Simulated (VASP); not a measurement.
Mn3Si:

```
Mn Si
1.0
     0.00000    2.72072    2.72072
     2.72072    0.00000    2.72072
     2.72072    2.72072    0.00000
Mn Si
3 1
Cartesian
  2.7207 2.7207 2.7207
  1.3604 1.3604 1.3604
  4.0811 4.0811 4.0811
  0.0000 0.0000 0.0000
```

Base run:

```yaml
Program: VASP 6.6.1
Functional: LDA
Potentials_or_basis: VASP PAW LDA potentials, release 64 (Mn_pv, Si)
Cutoff: 520 eV
k_mesh: 10 × 10 × 10
Occupations: fermi-dirac, width 0.05 eV
Spin: no spin polarisation
```

Its results: pressure 4.8 GPa.

Task: The run is repeated on the same cell with these changes: spin from no spin polarisation to collinear spin, ferromagnetic start; further incar settings from ALGO = Normal; EDIFF = 1e-07; NBANDS = 30 to ALGO = Normal; EDIFF = 1e-06; NBANDS = 34. What comes out?

Result: Pressure 8.1 GPa; net moment 1.42 μB per cell; site moments Mn +1.42, -0.03 (each value once); Si +0.02 μB.

Caveats: the cell stands under pressure.
